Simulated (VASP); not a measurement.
# SnSe (Pnma) in VASP: single point with PBE+D3(BJ)

Aim: the single point of SnSe with PBE+D3(BJ).

All numbers are computed with VASP 6.6.1; they aren't measurements. Logs are shortened: lines on timing, memory, paths and dates and some standing lists are left out, and cuts for length are marked.

**Measured values to compare with.**

From “Linear dichroism of the optical properties of SnS and SnSe van der Waals crystals”, 2024, arxiv:2409.17412, for a bulk crystal of SnSe at 20 K: band gap 0.99 eV (indirect).

The runs below are set against these values where they give the same quantity.

## Step 1: The cell of the first run

Symmetry: Pnma, No. 62, orthorhombic system. The conventional cell has a = 11.484 Å, b = 4.167 Å, c = 4.388 Å, α = 90.00°, β = 90.00°, γ = 90.00°. Within 3.6 Å of Sn (site symmetry m) lie 6 Se at 2.77 to 3.43 Å and 2 Sn at 3.51 Å. Se (site symmetry m) has 6 Sn at 2.77 to 3.43 Å within 3.6 Å.

## Step 2: Single point, PBE+D3(BJ)

INCAR reads:

```
  PREC = Accurate
  ENCUT = 520
  EDIFF = 1E-6
  ISMEAR = 0
  SIGMA = 0.05
  LREAL = False
  LASPH = True
  NELM = 100
  ALGO = Normal
  ISIF = 2
  LWAVE = False
  LCHARG = False
  GGA = PE
  IVDW = 12
  NBANDS = 50
```

KPOINTS reads:

```
Automatic mesh
0
Gamma
  4 8 8
```

POSCAR reads:

```
SnSe
1.0
   11.4836155631      0.0000000000      0.0000000000
    0.0000000000      4.1672321215      0.0000000000
    0.0000000000      0.0000000000      4.3883960957
Sn Se
4 4
Direct
    0.1176558967      0.2500000000      0.0960558245
    0.8823441033      0.7500000000      0.9039441755
    0.3823441033      0.7500000000      0.5960558245
    0.6176558967      0.2500000000      0.4039441755
    0.8569941520      0.2500000000      0.4769926796
    0.1430058480      0.7500000000      0.5230073204
    0.6430058480      0.7500000000      0.9769926796
    0.3569941520      0.2500000000      0.0230073204
```

Potentials or basis: VASP PAW PBE potentials, release 64 (Sn_d, Se).

The run is started by

```console
> cat potpaw_PBE.64/Sn_d/POTCAR potpaw_PBE.64/Se/POTCAR > POTCAR
> mpirun -np 1 vasp_std > vasp.out
```

OUTCAR:

```text
PREC = Accurate
   ENCUT = 520
   EDIFF = 1E-6
   ISMEAR = 0
   LREAL = False
   LASPH = True
   NELM = 100
   ISIF = 2
   GGA = PE
   IVDW = 12
 IVDW          = 12

 ion  position               nearest neighbor table
   1  0.118  0.250  0.096-   8 2.77   6 2.82   6 2.82   2 3.51   2 3.51
   2  0.882  0.750  0.904-   7 2.77   5 2.82   5 2.82   1 3.51   1 3.51
   3  0.382  0.750  0.596-   6 2.77   8 2.82   8 2.82   4 3.51   4 3.51
   4  0.618  0.250  0.404-   5 2.77   7 2.82   7 2.82   3 3.51   3 3.51
   5  0.857  0.250  0.477-   4 2.77   2 2.82   2 2.82
   6  0.143  0.750  0.523-   3 2.77   1 2.82   1 2.82
   7  0.643  0.750  0.977-   2 2.77   4 2.82   4 2.82
   8  0.357  0.250  0.023-   1 2.77   3 2.82   3 2.82

  LATTYP: Found a simple orthorhombic cell.
 ALAT       =     4.1672321215
 B/A-ratio  =     1.0530721514
 C/A-ratio  =     2.7556937623

  Lattice vectors:

 A1 = (   0.0000000000,   4.1672321215,   0.0000000000)
 A2 = (   0.0000000000,   0.0000000000,   4.3883960957)
 A3 = (  11.4836155631,   0.0000000000,   0.0000000000)

Analysis of symmetry for initial positions (statically):
=====================================================================
 Subroutine PRICEL returns:
 Original cell was already a primitive cell.

 Routine SETGRP: Setting up the symmetry group for a
 simple orthorhombic supercell.

 Subroutine GETGRP returns: Found  8 space group operations
 (whereof  2 operations were pure point group operations)
 out of a pool of  8 trial point group operations.

The static configuration has the point symmetry S_2 .
 The point group associated with its full space group is D_2h.

Analysis of symmetry for dynamics (positions and initial velocities):
=====================================================================
 Subroutine PRICEL returns:
 Original cell was already a primitive cell.

 Routine SETGRP: Setting up the symmetry group for a
 simple orthorhombic supercell.

 Subroutine GETGRP returns: Found  8 space group operations
 (whereof  2 operations were pure point group operations)
 out of a pool of  8 trial point group operations.

The dynamic configuration has the point symmetry S_2 .
 The point group associated with its full space group is D_2h.

 Subroutine INISYM returns: Found  8 space group operations
 (whereof  2 operations are pure point group operations),
 and found     1 'primitive' translations

----------------------------------------------------------------------------------------

                                     Primitive cell

  volume of cell :     210.0062

  direct lattice vectors                    reciprocal lattice vectors
    11.483615563  0.000000000  0.000000000     0.087080588  0.000000000  0.000000000
     0.000000000  4.167232121  0.000000000     0.000000000  0.239967434  0.000000000
     0.000000000  0.000000000  4.388396096     0.000000000  0.000000000  0.227873687

  length of vectors
    11.483615563  4.167232121  4.388396096     0.087080588  0.239967434  0.227873687

  position of ions in fractional coordinates (direct lattice)
     0.117655897  0.250000000  0.096055824
     0.882344103  0.750000000  0.903944176
     0.382344103  0.750000000  0.596055824
     0.617655897  0.250000000  0.403944176
     0.856994152  0.250000000  0.476992680
     0.143005848  0.750000000  0.523007320
     0.643005848  0.750000000  0.976992680
     0.356994152  0.250000000  0.023007320

  ion indices of the primitive-cell ions
   primitive index   ion index
                 1           1
                 2           2
                 3           3
                 4           4
                 5           5
                 6           6
                 7           7
                 8           8

----------------------------------------------------------------------------------------

 KPOINTS: Automatic mesh

Automatic generation of k-mesh.
 Grid dimensions read from file:
 generate k-points for:    4    8    8

 Generating k-lattice:

  Cartesian coordinates                     Fractional coordinates (reciprocal lattice)
     0.021770147  0.000000000  0.000000000     0.250000000  0.000000000  0.000000000
     0.000000000  0.029995929  0.000000000     0.000000000  0.125000000  0.000000000
     0.000000000  0.000000000  0.028484211     0.000000000  0.000000000  0.125000000

  Length of vectors
     0.021770147  0.029995929  0.028484211

  Shift w.r.t. Gamma in fractional coordinates (k-lattice)
     0.000000000  0.000000000  0.000000000

 Subroutine IBZKPT returns following result:
 ===========================================

 Found     75 irreducible k-points:

 Following reciprocal coordinates:
            Coordinates               Weight
  0.000000  0.000000  0.000000      1.000000
  0.250000  0.000000  0.000000      2.000000
  0.500000  0.000000  0.000000      1.000000
  0.000000  0.125000  0.000000      2.000000
  0.250000  0.125000  0.000000      4.000000
  0.500000  0.125000  0.000000      2.000000
[... 16 lines left out ...]
  0.250000  0.250000  0.125000      8.000000
  0.500000  0.250000  0.125000      4.000000
 [... further k-points ...]
   k-points           NKPTS =     75   k-points in BZ     NKDIM =     75   number of bands    NBANDS=     50
   number of dos      NEDOS =    301   number of ions     NIONS =      8
   total plane-waves  NPLWV = 103680
   dimension x,y,z NGX =    90 NGY =   32 NGZ =   36
   dimension x,y,z NGXF=   180 NGYF=   64 NGZF=   72
   ions per type =               4   4
   NGX,Y,Z   is equivalent  to a cutoff of  13.03, 12.77, 13.64 a.u.
   NGXF,Y,Z  is equivalent  to a cutoff of  26.06, 25.53, 27.28 a.u.
 SYSTEM =  unknown system
   PREC   = accura    normal or accurate (medium, high low for compatibility)
   ISTART =      0    job   : 0-new  1-cont  2-samecut
   ICHARG =      2    charge: 1-file 2-atom 10-const
   ISPIN  =      1    spin polarized calculation?
   LNONCOLLINEAR =      F non collinear calculations
   LSORBIT =      F    spin-orbit coupling
   LASPH  =      T    aspherical Exc in radial PAW
   ENCUT  =  520.0 eV  38.22 Ry    6.18 a.u.  21.35  7.75  8.16*2*pi/ulx,y,z
   NELM   =    100;   NELMIN=  2; NELMDL= -5     # of ELM steps
   EDIFF  = 0.1E-05   stopping-criterion for ELM
   LREAL  =      F    real-space projection
   EDIFFG = 0.1E-04   stopping-criterion for IOM
   NSW    =      0    number of steps for IOM
   IBRION =     -1    ionic relax: 0-MD 1-quasi-New 2-CG
   NFREE  =      0    steps in history (QN), initial steepest desc. (CG)
   ISIF   =      2    stress and relaxation
   ISYM   =      2    0-nonsym 1-usesym 2-fastsym
   POTIM  = 0.5000    time-step for ionic-motion
   TEBEG  =    0.0;   TEEND  =   0.0 temperature during run
   PSTRESS=    0.0 pullay stress
   NELECT =      80.0000    total number of electrons
   NUPDOWN=      -1.0000    fix difference up-down
   EMIN   =  10.00;   EMAX   =-10.00  energy-range for DOS
   EFERMI =   0.00;   METHOD = LEGACY
   ISMEAR =     0;   SIGMA  =   0.05  broadening in eV -4-tet -1-fermi 0-gaus
   EFERMI_NEDOS =   21; number of points for ismear=-14 and -15
   IALGO  =     38    algorithm
   IMIX   =      4    mixing-type and parameters
     AMIX     =   0.40;   BMIX     =  1.00
     AMIX_MAG =   1.60;   BMIX_MAG =  1.00
  volume/ion in A,a.u.               =      26.25       177.15
  Fermi-wavevector in a.u.,A,eV,Ry     =   1.186754  2.242640 19.162248  1.408386
  Thomas-Fermi vector in A             =   2.322920
   LORBIT       =      0    0 simple, 1 ext, 2 COOP (PROOUT), +10 PAW based schemes
   GGA     = PE    functional components
   LHFCALC =     F    Hartree Fock is set to
   AEXX    =    0.0000 exact exchange contribution
   IVDW    =    12    specifies the selected vdW correction
   LEPSILON=     F    determine dielectric tensor
   LRPA    =     F    only Hartree local field effects (RPA)
 non-spin polarized calculation
 Gauss-broadening in eV      SIGMA  =   0.05
  energy-cutoff  :      520.00
  volume of cell :      210.01
 maximum number of plane-waves:      5688
 NGX is ok and might be reduce to    90
   NGX = 43   NGY = 15   NGZ = 17

 number of electron      79.9999975 magnetization

 Free energy of the ion-electron system (eV)
  ---------------------------------------------------
  ext. energy  EPLUGINS =         0.00000000
  ---------------------------------------------------
  free energy    TOTEN  =       -32.78379781 eV

  energy without entropy =      -32.78379781  energy(sigma->0) =      -32.78379781

 E-fermi :   5.9120     XC(G=0):  -9.7920

 val. band max:        5.6459914552   @ k =   0.0000   0.0000   0.3750
 cond. band min:       6.2089409872   @ k =   0.0000   0.0000   0.0000
 fundamental gap:      0.5629495321
 Fermi energy:         5.9119827735

 k-point     1 :       0.0000    0.0000    0.0000
  band No.  band energies     occupation
      1     -15.7384      2.00000
      2     -15.7265      2.00000
      3     -15.7241      2.00000
      4     -15.7214      2.00000
      5     -15.7197      2.00000
      6     -15.7163      2.00000
[... 42 lines left out ...]
     49      10.2773      0.00000
     50      10.4146      0.00000

 k-point     2 :       0.2500    0.0000    0.0000
  band No.  band energies     occupation
      1     -15.7369      2.00000
      2     -15.7279      2.00000
      3     -15.7249      2.00000
      4     -15.7221      2.00000
      5     -15.7194      2.00000
      6     -15.7171      2.00000
[... 42 lines left out ...]
     49      10.4545      0.00000
     50      10.5808      0.00000

 k-point     3 :       0.5000    0.0000    0.0000
  band No.  band energies     occupation
      1     -15.7327      2.00000
      2     -15.7327      2.00000
      3     -15.7237      2.00000
      4     -15.7237      2.00000
      5     -15.7184      2.00000
      6     -15.7184      2.00000
[... 1102 lines left out ...]
     49       9.8652      0.00000
     50      10.2891      0.00000

 k-point    24 :       0.5000    0.2500    0.1250
  band No.  band energies     occupation
      1     -15.7275      2.00000
      2     -15.7275      2.00000
      3     -15.7215      2.00000
      4     -15.7215      2.00000
      5     -15.7177      2.00000
      6     -15.7177      2.00000
[... 42 lines left out ...]
     49       9.8082      0.00000
     50       9.8082      0.00000

 [... further k-points ...]

------------------------ aborting loop because EDIFF is reached ----------------------------------------

 Edisp (eV)   -2.94738

 E8    (eV) :    -1.3296

  FORCE on cell =-STRESS in cart. coord.  units (eV):
  Direction    XX          YY          ZZ          XY          YZ          ZX
  --------------------------------------------------------------------------------------
  -------------------------------------------------------------------------------------
  Total       0.04689     0.03170     0.01729     0.00000     0.00000     0.00000
  in kB       0.35771     0.24182     0.13194     0.00000     0.00000     0.00000
  external pressure =        0.24 kB  Pullay stress =        0.00 kB

 VOLUME and BASIS-vectors are now :
 -----------------------------------------------------------------------------
  energy-cutoff  :      520.00
  volume of cell :      210.01
      direct lattice vectors                 reciprocal lattice vectors
    11.483615563  0.000000000  0.000000000     0.087080588  0.000000000  0.000000000
     0.000000000  4.167232121  0.000000000     0.000000000  0.239967434  0.000000000
     0.000000000  0.000000000  4.388396096     0.000000000  0.000000000  0.227873687

 POSITION                                       TOTAL-FORCE (eV/Angst)
 -----------------------------------------------------------------------------------
      1.35112      1.04181      0.42153        -0.012112      0.000000     -0.011353
     10.13250      3.12542      3.96687         0.012112      0.000000      0.011353
      4.39069      3.12542      2.61573         0.012112     -0.000000     -0.011353
      7.09292      1.04181      1.77267        -0.012112     -0.000000      0.011353
      9.84139      1.04181      2.09323         0.008194      0.000000     -0.010214
      1.64222      3.12542      2.29516        -0.008194      0.000000      0.010214
      7.38403      3.12542      4.28743        -0.008194      0.000000     -0.010214
      4.09958      1.04181      0.10097         0.008194      0.000000      0.010214
 -----------------------------------------------------------------------------------
    total drift:                                0.000000     -0.000000      0.000000

  FREE ENERGIE OF THE ION-ELECTRON SYSTEM (eV)
  ---------------------------------------------------
  free  energy   TOTEN  =       -35.7311750567 eV

  energy  without entropy=      -35.7311750567  energy(sigma->0) =      -35.73117506
```

Wall time 16 min (1 thread of Oxide Virtual Turin-like, shared host); peak memory 0.69 GiB.

Results:

| Property | Result |
| --- | --- |
| Free energy | -35.7312 eV |
| Pressure | 0.0 GPa |
| Largest force | 0.017 eV/Å |
| Band gap on the k mesh | 0.56 eV (least direct gap 0.83 eV) |
| Dispersion energy per atom | -0.368 eV |

Forces in eV/Å, atoms in the order of the input:
```
Sn  -0.012  0.000 -0.011
Sn   0.012  0.000  0.011
Sn   0.012  0.000 -0.011
Sn  -0.012  0.000  0.011
Se   0.008  0.000 -0.010
Se  -0.008  0.000  0.010
Se  -0.008  0.000 -0.010
Se   0.008  0.000  0.010
```

Levels at points of the mesh, in eV from the valence-band top:
| k point | band 36 | band 37 | band 38 | band 39 | band 40 | band 41 | band 42 | band 43 | band 44 | band 45 |
| --- | --- | --- | --- | --- | --- | --- | --- | --- | --- | --- |
| (0.00, 0.00, 0.00) | -1.88 | -1.62 | -1.29 | -0.72 | -0.57 | 0.56 | 2.94 | 3.13 | 3.13 | 3.34 |
| (0.50, 0.00, 0.00) | -2.18 | -1.92 | -1.92 | -0.59 | -0.59 | 2.56 | 2.56 | 2.76 | 2.76 | 3.78 |
| (0.00, 0.50, 0.00) | -1.67 | -1.00 | -1.00 | -0.68 | -0.68 | 0.94 | 0.94 | 1.38 | 1.38 | 1.67 |
| (0.50, 0.50, 0.00) | -2.09 | -0.94 | -0.94 | -0.94 | -0.94 | 1.41 | 1.41 | 1.41 | 1.41 | 2.08 |
| (0.00, 0.00, 0.50) | -1.42 | -0.78 | -0.78 | -0.25 | -0.25 | 1.22 | 1.22 | 1.47 | 1.47 | 1.62 |
| (0.50, 0.00, 0.50) | -1.74 | -0.45 | -0.45 | -0.22 | -0.22 | 1.15 | 1.15 | 1.52 | 1.52 | 1.63 |
| (0.00, 0.50, 0.50) | -3.24 | -2.36 | -2.36 | -1.51 | -1.51 | 2.60 | 2.60 | 3.02 | 3.02 | 4.63 |
| (0.50, 0.50, 0.50) | -3.85 | -1.60 | -1.60 | -1.60 | -1.60 | 2.41 | 2.41 | 2.41 | 2.41 | 4.87 |

Caveat: spin-orbit coupling is left out, which moves the levels of the heavy elements.

## Step 3: Comparison with measurements

Step 2. A measured gap of SnSe is 0.99 eV (indirect; 20 K; “Linear dichroism of the optical properties of SnS and SnSe van der Waals crystals”, 2024, arxiv:2409.17412); the calculated 0.56 eV misses it by -0.43 eV. 2 values of this kind are on record (0.89 to 0.99 eV); this one was drawn at random. Spin-orbit coupling on Se, Sn is left out. The value is that of PBE+D3(BJ) on a finite k mesh, which can miss the band edges, without temperature or zero-point motion. Semilocal functionals fall short of measured gaps as a rule.
